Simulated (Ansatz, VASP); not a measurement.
# One calculation of ZnS, two programs

```xyz
20
Lattice="3.8073 0.0000 0.0000 -1.9037 3.2972 0.0000 0.0000 0.0000 31.1424" Properties=species:S:1:pos:R:3 pbc="T T T"
Zn    1.9037    1.0991    6.2295
Zn    0.0000    0.0000   24.9131
Zn    1.9037    1.0991   28.0291
Zn    0.0000    2.1982   21.8007
Zn    0.0000    2.1982    3.1157
Zn    1.9037    1.0991   18.6870
Zn    0.0000    0.0000    0.0031
Zn    0.0000    2.1982   12.4579
Zn    0.0000    0.0000    9.3419
Zn    0.0000    0.0000   15.5743
S     1.9037    1.0991    8.5622
S     0.0000    0.0000    2.3353
S     1.9037    1.0991   21.0202
S     0.0000    0.0000   27.2451
S     0.0000    2.1982   24.1334
S     0.0000    0.0000   17.9065
S     0.0000    2.1982    5.4490
S     0.0000    2.1982   14.7944
S     1.9037    1.0991   30.3656
S     0.0000    0.0000   11.6739
```

Alike in both runs: functional PBE; k mesh 8 × 8 × 1; occupations fermi-dirac, width 0.02 eV; no spin polarisation.

Ansatz relaxed the structure, and its values are those at the end. VASP's run is a single point on that final structure, the one shown.

|  | VASP | Ansatz |
| --- | --- | --- |
| version | VASP 6.6.1 | Ansatz 0.2.0 |
| potentials or method | VASP PAW PBE potentials, release 64 (Zn, S) | plane-wave PAW, scalar-relativistic |
| plane-wave cutoff (eV) | 520 | 420 |
| valence electrons in the cell | 180 | 180 |

```tsv
	VASP	Ansatz	Ansatz less VASP
gap on the k mesh at the Fermi level (eV)	2.17	2.16	-0.006
pressure (GPa)	2.5	2.3	-0.17
```

The functional is the same, so the differences come from potentials, cutoffs and numerics. Ansatz's warnings: stress scf threshold loose.
